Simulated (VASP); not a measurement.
Input of a VASP 6.6.1 run:

Contents of INCAR:

```
PREC     = Accurate       # precision mode
ENCUT    = 520            # plane-wave cutoff, eV
EDIFF    = 1E-6           # SCF threshold, eV
ISMEAR   = 0              # smearing method
SIGMA    = 0.05           # smearing width, eV
LREAL    = F              # projectors in reciprocal space
LASPH    = T              # aspherical terms in the spheres
NELM     = 100            # most SCF steps
ALGO     = Normal         # electronic algorithm
ISIF     = 2              # what is computed and relaxed
LWAVE    = F              # write WAVECAR
LCHARG   = T              # write CHGCAR
LDIPOL   = T            
IDIPOL   = 3            
DIPOL    = 0.5 0.5 0.399
GGA      = PE             # functional
IVDW     = 12             # dispersion correction
LELF     = T              # ELF
LVHAR    = T            
LVACPOTAV= T            
NBANDS   = 50             # bands
```

KPOINTS

```
regular mesh
0
Gamma
  7 7 1
```

POSCAR

```
SnO
1.0
    3.8201528543      0.0002954551      0.0000000000
   -0.0003145191      3.8201528528      0.0000000000
    0.0000000000      0.0000000000     22.2260743460
Sn O
4 4
Direct
    0.9999452911      0.9999452911      0.2024649036
    0.4999452911      0.4999452911      0.3087831466
    0.6666119578      0.4999452911      0.4896517938
    1.1666119578      0.9999452911      0.5959700368
    0.9999461074      0.4999461074      0.2556240251
    0.4999461074      0.9999461074      0.2556240251
    0.6666111415      0.9999444748      0.5428109153
    1.1666111415      0.4999444748      0.5428109153
```

Potentials or basis: VASP PAW PBE potentials, release 64 (Sn_d, O).

Command:

```bash
$ cat potpaw_PBE.64/Sn_d/POTCAR potpaw_PBE.64/O/POTCAR > POTCAR
$ mpirun -np 1 vasp_std > vasp.out
```

Task: Estimate the dispersion energy per atom.

Result: -0.157 eV.

Task: Estimate the largest force.

Result: 0.083 eV/Å.

Forces on the atoms (eV/Å):
```
Sn  -0.007  0.000 -0.083
Sn  -0.043  0.000 -0.017
Sn   0.043  0.000  0.017
Sn   0.007  0.000  0.083
O   -0.034  0.000 -0.004
O    0.013  0.000 -0.003
O   -0.013  0.000  0.003
O    0.034  0.000  0.004
```

Caveat: the cell differs from its parent crystal (layers slid over each other).
